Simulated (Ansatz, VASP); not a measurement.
One calculation of C, two programs

POSCAR

```
C
1.0
    1.8381106660      0.0000000000      0.0000000000
    0.0000000000      1.8381106660      0.0000000000
    0.0000000000      0.0000000000      1.8381106660
C
1
Direct
    0.0000000000      0.0000000000      0.0000000000
```

Contents of INCAR.step1:

```
SYSTEM = C
PREC = Accurate
ENCUT = 520
ISMEAR = -1
SIGMA = 0.1
LREAL = .FALSE.
LASPH = .TRUE.
NELM = 80
NBANDS = 8
GGA = PE
ALGO = Normal
EDIFF = 1E-4
LWAVE = .TRUE.
LCHARG = .FALSE.
```

INCAR.step2

```
SYSTEM = C
PREC = Accurate
ENCUT = 520
EDIFF = 1E-6
ISMEAR = -1
SIGMA = 0.1
LREAL = .FALSE.
LASPH = .TRUE.
NELM = 80
ALGO = Normal
ISIF = 2
LWAVE = .FALSE.
LCHARG = .FALSE.
METAGGA = R2SCAN
LMIXTAU = .TRUE.
NBANDS = 8
ISTART = 1
```

Contents of KPOINTS:

```
regular mesh
0
G
  20 20 20
  0 0 0
```

Input for Ansatz:

```yaml
crystal:
  lattice:
    - [1.838110666, 0.0, 0.0]
    - [0.0, 1.838110666, 0.0]
    - [0.0, 0.0, 1.838110666]
  atoms:
    - { symbol: C, position: [0.0, 0.0, 0.0] }
hamiltonian:
  xc: r2scan
  pseudopotentials:
    kind: paw
    azcp:
      C: "pseudopotentials/C.paw.azcp"
basis:
  ecutwfc: 500
  fft_grid_basis: typed
kpoints:
  mp_grid: { grid: [20, 20, 20], shift: [0, 0, 0] }
magnetization:
  spin_polarized: false
scf:
  occupations: { method: fermi_dirac, width: 0.1 }
  lower_state_search: "off"
output:
  stress: true
  write_density: true
  write_potential: true
  elf: true
  volumetric_format: npy
```

Alike in both runs: task single point; functional r2SCAN; k mesh 20 × 20 × 20; occupations fermi-dirac, width 0.1 eV; no spin polarisation.

|  | VASP | Ansatz |
| --- | --- | --- |
| version | VASP 6.6.1 | Ansatz 0.2.0 |
| potentials or method | VASP PAW PBE potentials, release 64 (C), cutoff 520 eV | plane waves (500 eV) with PAW, scalar-relativistic |
| valence electrons in the cell | 4 | 4 |

|  | VASP | Ansatz | Ansatz less VASP |
| --- | --- | --- | --- |
| pressure (GPa) | -26.6 | -27.1 | -0.48 |

VASP's potentials were made for PBE, not for r2SCAN.
